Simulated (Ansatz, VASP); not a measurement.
## One calculation of TiN, two programs

```
Ti N
1.0
     0.00000    2.11657    2.11657
     2.11657    0.00000    2.11657
     2.11657    2.11657    0.00000
Ti N
1 1
Direct
  0.00000 0.00000 0.00000
  0.50000 0.50000 0.50000
```

Change from the starting cell: volume scaled by 1, PAW files.

Alike in both runs: task single point; functional r2SCAN; k mesh 17 × 17 × 17; occupations fermi-dirac, width 0.1 eV; no spin polarisation.

|  | VASP | Ansatz |
| --- | --- | --- |
| version | VASP 6.6.1 | Ansatz 0.2.0 |
| potentials or method | VASP PAW PBE potentials, release 64 (Ti_sv, N) | PAW with Ansatz's default frozen-core files, scalar-relativistic |
| plane-wave cutoff (eV) | 520 | 500 |
| valence electrons in the cell | 17 | 17 |

Ansatz gave:

```
pressure (GPa) : 0.0
```

**Question.** What did VASP give for the same quantities?

**Answer.** Pressure (GPa): 1.5.

VASP's potentials were made for PBE, not for r2SCAN. With one functional, cell and mesh, what is left measures potentials, basis and numerics.
